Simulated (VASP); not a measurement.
# Ca (Fm-3m) in VASP: a series of runs, part 2 of 2

VASP 6.6.1. Earlier steps stand in the parts before.

### 4 Relaxation of cell and atoms, PBEsol

This run uses another cell than the first one, of 40.59 Å³/atom.

The input, INCAR:

```
  PREC = Accurate
  ENCUT = 600
  EDIFF = 1E-7
  ISMEAR = 0
  SIGMA = 0.1
  LREAL = F
  LASPH = T
  NELM = 100
  ALGO = Normal
  ISIF = 3
  LWAVE = F
  LCHARG = F
  GGA = PS
  IBRION = 2
  NSW = 100
  EDIFFG = -0.01
```

The input, KPOINTS:

```
Automatic mesh
0
Gamma
  18 18 18
```

The input, POSCAR:

```
Ca
1.0
    0.0000000000      2.7277507811      2.7277507811
    2.7277507811      0.0000000000      2.7277507811
    2.7277507811      2.7277507811      0.0000000000
Ca
1
Direct
    0.0000000000      0.0000000000      0.0000000000
```

Potentials or basis: VASP PAW PBE potentials, release 64 (Ca_sv).

On the command line:

```bash
$ cat potpaw_PBE.64/Ca_sv/POTCAR > POTCAR
$ mpirun -np 1 vasp_std > vasp.out
```

OUTCAR:

```text
PREC = Accurate
   ENCUT = 600
   EDIFF = 1E-7
   ISMEAR = 0
   LREAL = F
   LASPH = T
   NELM = 100
   ISIF = 3
   GGA = PS
   IBRION = 2
   NSW = 100
   EDIFFG = -0.01

 ion  position               nearest neighbor table
   1  0.000  0.000  0.000-

  LATTYP: Found a face centered cubic cell.
 ALAT       =     5.4555015622

  Lattice vectors:

 A1 = (   0.0000000000,   2.7277507811,   2.7277507811)
 A2 = (   2.7277507811,   0.0000000000,   2.7277507811)
 A3 = (   2.7277507811,   2.7277507811,   0.0000000000)

Analysis of symmetry for initial positions (statically):
=====================================================================
 Subroutine PRICEL returns:
 Original cell was already a primitive cell.

 Routine SETGRP: Setting up the symmetry group for a
 face centered cubic supercell.

 Subroutine GETGRP returns: Found 48 space group operations
 (whereof 48 operations were pure point group operations)
 out of a pool of 48 trial point group operations.

The static configuration has the point symmetry O_h .

Analysis of symmetry for dynamics (positions and initial velocities):
=====================================================================
[... 158 lines left out ...]

 val. band max:        2.0388852652   @ k =  -0.3889   0.2222   0.0556
 cond. band min:       2.0421639403   @ k =  -0.3333   0.4444   0.2222
 fundamental gap:      0.0032786751
 Fermi energy:         2.0407962549

 k-point     1 :       0.0000    0.0000    0.0000
  band No.  band energies     occupation
      1     -39.7079      2.00000
      2     -20.6948      2.00000
      3     -20.6948      2.00000
      4     -20.6948      2.00000
      5      -2.0591      2.00000
      6       4.4209      0.00000
      7       4.4209      0.00000
      8       4.4209      0.00000
      9       5.5507      0.00000
[... 265 lines left out ...]
 k-point    24 :      -0.2222    0.0556    0.0000
  band No.  band energies     occupation
      1     -39.6997      2.00000
      2     -20.7726      2.00000
      3     -20.7106      2.00000
      4     -20.7036      2.00000
      5      -1.0343      2.00000
      6       3.5170      0.00000
      7       4.5093      0.00000
      8       4.6253      0.00000
      9       5.3697      0.00000

 [... further k-points ...]
[... 5 lines left out ...]
  --------------------------------------------------------------------------------------
  -------------------------------------------------------------------------------------
  Total        0.0072204      0.0072204      0.0072204     -0.0000000     -0.0000000      0.0000000
  in kB        0.2849877      0.2849877      0.2849877     -0.0000000     -0.0000000      0.0000000
  external PRESSURE =       0.2849877 kB  Pullay stress =       0.0000000 kB

 VOLUME and BASIS-vectors are now :
 -----------------------------------------------------------------------------
  energy-cutoff  :      600.00
  volume of cell :       40.59
      direct lattice vectors                 reciprocal lattice vectors
     0.000000000  2.727750781  2.727750781    -0.183301203  0.183301203  0.183301203
     2.727750781  0.000000000  2.727750781     0.183301203 -0.183301203  0.183301203
     2.727750781  2.727750781  0.000000000     0.183301203  0.183301203 -0.183301203

 POSITION                                       TOTAL-FORCE (eV/Angst)
 -----------------------------------------------------------------------------------
      0.00000      0.00000      0.00000        -0.000000      0.000000     -0.000000
 -----------------------------------------------------------------------------------
    total drift:                                0.000000      0.000000      0.000000

  FREE ENERGIE OF THE ION-ELECTRON SYSTEM (eV)
  ---------------------------------------------------
  free  energy   TOTEN  =        -2.1369912113 eV

  energy  without entropy=       -2.1293992387  energy(sigma->0) =       -2.13319523

 reached required accuracy - stopping structural energy minimisation
```

OSZICAR:

```text
N       E                     dE             d eps       ncg     rms          rms(c)
DAV:   1     0.680589656123E+02    0.68059E+02   -0.55143E+03  3510   0.112E+03
DAV:   2    -0.695559033473E+00   -0.68755E+02   -0.68419E+02  3602   0.239E+02
DAV:   3    -0.208864375217E+01   -0.13931E+01   -0.13818E+01  5355   0.360E+01
DAV:   4    -0.214688261756E+01   -0.58239E-01   -0.58179E-01  5296   0.569E+00
DAV:   5    -0.214797738581E+01   -0.10948E-02   -0.10937E-02  5650   0.502E-01    0.224E+00
DAV:   6    -0.214071150418E+01    0.72659E-02   -0.80947E-03  4674   0.124E+00    0.135E+00
DAV:   7    -0.213714533718E+01    0.35662E-02   -0.14177E-02  4268   0.174E+00    0.925E-02
DAV:   8    -0.213698692948E+01    0.15841E-03   -0.12202E-03  4244   0.351E-01    0.178E-02
DAV:   9    -0.213699107917E+01   -0.41497E-05   -0.81864E-05  5528   0.848E-02    0.435E-03
DAV:  10    -0.213699159384E+01   -0.51467E-06   -0.43126E-06  4996   0.233E-02    0.140E-03
DAV:  11    -0.213699117521E+01    0.41863E-06   -0.27192E-07  4945   0.662E-03    0.952E-04
DAV:  12    -0.213699121131E+01   -0.36100E-07   -0.17044E-08  2561   0.129E-03
   1 F= -.21369912E+01 E0= -.21331952E+01  d E =-.213699E+01
```

CONTCAR:

```text
Ca
   1.00000000000000
     0.0000000000000000    2.7277507811000001    2.7277507811000001
     2.7277507811000001    0.0000000000000000    2.7277507811000001
     2.7277507811000001    2.7277507811000001    0.0000000000000000
  Ca
     1
Direct
     0.0000000000000000    0.0000000000000000    0.0000000000000000

  0.00000000E+00  0.00000000E+00  0.00000000E+00
```

Run time: 26 s. Hardware: 1 thread of Intel Xeon 6975P-C (Granite Rapids), shared host; peak memory 0.24 GiB.

Results:

| Quantity | Value |
| --- | --- |
| Free energy | -2.1370 eV |
| Pressure after relaxing | 0.0 GPa |
| Band gap on the k mesh | zero (bands 5 and 6 overlap by 0.27 eV) |

Final structure:
```cif
data_structure
_symmetry_space_group_name_H-M 'P 1'
_symmetry_Int_Tables_number 1
_cell_length_a 3.8576
_cell_length_b 3.8576
_cell_length_c 3.8576
_cell_angle_alpha 60.000
_cell_angle_beta 60.000
_cell_angle_gamma 60.000
_cell_volume 40.59
loop_
_atom_site_label
_atom_site_type_symbol
_atom_site_fract_x
_atom_site_fract_y
_atom_site_fract_z
_atom_site_occupancy
Ca1 Ca 0.00000 0.00000 0.00000 1
```

Caveat: the PAW data sets were made with another functional, which shifts forces and pressure a little.

### 5 Relaxation of cell and atoms, PBEsol

The input, INCAR:

```
ALGO = Fast ; EDIFF = 1E-7
EDIFFG = -0.01 ; ENCUT = 600
GGA = PS ; IBRION = 2
ISIF = 3 ; ISMEAR = 0
LASPH = T ; LCHARG = F
LREAL = F ; LWAVE = F
NELM = 100 ; NSW = 100
PREC = Accurate ; SIGMA = 0.1
```

The input, KPOINTS:

```
k-points
0
Gamma
  18 18 18
```

The input, POSCAR:

```
Ca
1.0
    0.0000000000      2.7884079385      2.7884079385
    2.7884079385      0.0000000000      2.7884079385
    2.7884079385      2.7884079385      0.0000000000
Ca
1
Direct
    0.0000000000      0.0000000000      0.0000000000
```

On the command line:

```bash
$ cat potpaw_PBE.64/Ca_sv/POTCAR > POTCAR
$ mpirun -np 1 vasp_std > vasp.out
```

Wall time 2 min (1 thread of Intel Xeon 6975P-C (Granite Rapids), shared host); peak memory 0.25 GiB.

Results (log left out):

| Item | Value |
| --- | --- |
| Free energy | -2.1371 eV |
| Relaxed volume | 40.72 Å³/atom |
| Relaxed cell | a = 3.862 Å, b = 3.862 Å, c = 3.862 Å, α = 60.00°, β = 60.00°, γ = 60.00° |
| Space group after relaxing (to 0.1 Å) | Fm-3m (No. 225) |
| Energy gained by relaxing | 9.2 meV/atom |
| Ionic steps | 3 |
| Pressure after relaxing | 0.0 GPa |
| Band gap on the k mesh | zero (bands 5 and 6 overlap by 0.28 eV) |

Step by step:
```
step  energy change (eV)  largest force (eV/Å)  pressure (GPa)  volume (Å³)
   1              0.0000                0.0000           -1.04        43.36
   2             -0.0079                0.0000           -0.41        41.63
   3             -0.0092                0.0000           -0.03        40.72
```

Final structure:
```
CELL_PARAMETERS angstrom
0.00000 2.73053 2.73053
2.73053 0.00000 2.73053
2.73053 2.73053 0.00000
ATOMIC_POSITIONS crystal
Ca 0.00000 0.00000 0.00000
```

Levels at points of the mesh, in eV from the Fermi level:
| k point | band 3 | band 4 | band 5 | band 6 | band 7 | band 8 |
| --- | --- | --- | --- | --- | --- | --- |
| (0.00, 0.00, 0.00) | -22.74 | -22.74 | -4.09 | 2.38 | 2.38 | 2.38 |
| (0.50, 0.00, 0.00) | -22.77 | -22.77 | -1.01 | -0.12 | 2.26 | 2.26 |
| (0.50, 0.50, 0.00) | -22.80 | -22.80 | -0.49 | 0.55 | 1.03 | 4.22 |

Caveat: the PAW data sets were made with another functional, which shifts forces and pressure a little.

### 6 Overview

```tsv
task	cell	k mesh	cutoff (eV)	gap on the mesh (eV)	pressure (GPa)	relaxed volume (Å³/atom)
single point	a = 3.943 Å, angles 60.0°, 1 atom	6 × 6 × 6	520	none	-1.1	-
single point	a = 3.858 Å, angles 60.0°, 1 atom	18 × 18 × 18	520	none	0.0	-
relaxation of cell and atoms	relaxed from a = 3.858 Å, angles 60.0°, 1 atom	18 × 18 × 18	600	none	0.0	40.59
relaxation of cell and atoms	relaxed from a = 3.943 Å, angles 60.0°, 1 atom	18 × 18 × 18	600	none	0.0	40.72
```

Alike in all rows: level PBEsol; potentials or basis VASP PAW PBE potentials, release 64 (Ca_sv); no spin polarisation; smearing gaussian 0.1 eV.

Caveats: the PAW data sets were made with another functional, which shifts forces and pressure a little.

Total energies depend on the potentials used, so only differences within one code and one set of settings carry meaning.

The gap in the log of VASP goes by the Fermi energy; the results here count the filled bands.